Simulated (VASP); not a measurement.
SrTi2O4:

```xyz
7
Lattice="3.7130 0.0000 0.0000 -1.8565 3.2155 0.0000 0.0000 0.0000 8.0044" Properties=species:S:1:pos:R:3 pbc="T T T"
Sr    0.0000    0.0000    4.0022
Ti    0.0000    0.0000    1.1175
Ti    0.0000    0.0000    6.8869
O     0.0000    2.1437    4.0022
O     1.8565    1.0718    4.0022
O     0.0000    2.1437    0.0000
O     1.8565    1.0718    0.0000
```

The cell was generated, and may not be a known phase.

```yaml
Program: VASP 6.6.1
Task: relaxation of cell and atoms
Functional: PBE
Potentials_or_basis: VASP PAW PBE potentials, release 64 (Sr_sv, Ti_sv, O)
Cutoff: 600 eV
k_mesh: 4 × 4 × 2
Occupations: gaussian, width 0.15 eV
Spin: collinear spin
Starting_moments: "[0.0, 1.0, 1.0, 0.0, 0.0, 0.0, 0.0] μB"
```

At the start: pressure 14.8 GPa; volume 13.65 Å³/atom.

Q: Where does the relaxation end?

A: Over 16 steps the energy falls by 239.7 meV/atom and the volume is 17.90 Å³/atom (+31.1 %); space group P6/mmm (No. 191, to 0.1 Å) before and after; moment 1.54 μB per cell.

Step by step:
| step | energy change (eV) | largest force (eV/Å) | pressure (GPa) | volume (Å³) |
| --- | --- | --- | --- | --- |
| 1 | 0.0000 | 4.1855 | 14.78 | 95.57 |
| 2 | -0.6781 | 5.4558 | 0.37 | 113.66 |
| 3 | -1.3278 | 0.3082 | 4.52 | 106.26 |
| 4 | -1.3284 | 0.5147 | 4.36 | 106.52 |
| 5 | -1.4142 | 1.6977 | -1.58 | 113.86 |
| 6 | -1.4254 | 1.2144 | -0.20 | 111.87 |
| 7 | -1.5695 | 0.3978 | -0.21 | 116.01 |
| 8 | -1.5893 | 0.1170 | -0.28 | 117.18 |
| 9 | -1.6114 | 0.4932 | -0.36 | 119.52 |
| 10 | -1.5816 | 1.9582 | -0.26 | 124.25 |
| 11 | -1.6114 | 0.9413 | -0.34 | 120.86 |
| 12 | -1.6588 | 0.2120 | -0.74 | 123.33 |
| 13 | -1.6679 | 0.5942 | -1.15 | 126.66 |
| 14 | -1.6712 | 0.3428 | -1.02 | 125.54 |
| 15 | -1.6773 | 0.0930 | -0.32 | 125.37 |
| 16 | -1.6779 | 0.0038 | -0.05 | 125.30 |

Final structure:
```
CELL_PARAMETERS angstrom
3.96934 0.00000 0.00000
-1.98467 3.43755 0.00000
0.00000 0.00000 9.18310
ATOMIC_POSITIONS crystal
Sr 0.00000 0.00000 0.50000
Ti 0.00000 0.00000 0.10895
Ti 0.00000 0.00000 0.89105
O 0.33333 0.66667 0.50000
O 0.66667 0.33333 0.50000
O 0.33333 0.66667 0.00000
O 0.66667 0.33333 0.00000
```

Caveat: the k points lie up to 0.46 Å⁻¹ apart in the final cell; the volume moved by over 15 % at a fixed basis, so the end points are rough; atoms lie so close that the PAW spheres overlap strongly, which falsifies energies and pressures.
